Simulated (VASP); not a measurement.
Runs of VASP 6.6.1 on Li2Se. It takes space group Fm-3m (No. 225, cubic). Conventional cell: a = 5.987 Å, b = 5.987 Å, c = 5.987 Å, α = 90.00°, β = 90.00°, γ = 90.00°. Se (site symmetry m-3m) has 8 Li at 2.59 Å within 3.4 Å. Within 3.4 Å of Li (site symmetry -43m) lie 4 Se at 2.59 Å and 6 Li at 2.99 Å. 

```tsv
level	k mesh	cutoff (eV)	grid for exact exchange (PRECFOCK)	share of exact exchange	screening parameter	gap on the mesh (eV)	pressure (GPa)
r2SCAN	4 × 4 × 4	830	-	-	-	3.45	-0.1
PBE	6 × 6 × 6	750	-	-	-	2.97	0.3
PBE	4 × 4 × 4	750	-	-	-	2.96	0.3
HSE06	4 × 4 × 4	650	Normal	0.25	0.2079 1/Å	(b)	(a)
```

Alike in all rows: task single point; potentials or basis VASP PAW PBE potentials, release 64 (Se, Li_sv); no spin polarisation; cell as given; smearing gaussian 0.01 eV.

Q: Fill in the values left out.

A: (a) -0.5; (b) 3.83.

Caveats: some runs use coarse meshes; the PAW data sets were made with another functional, which shifts forces and pressure a little (at least some runs).

A k mesh can miss the band edges, and the runs leave out spin-orbit coupling on Se.
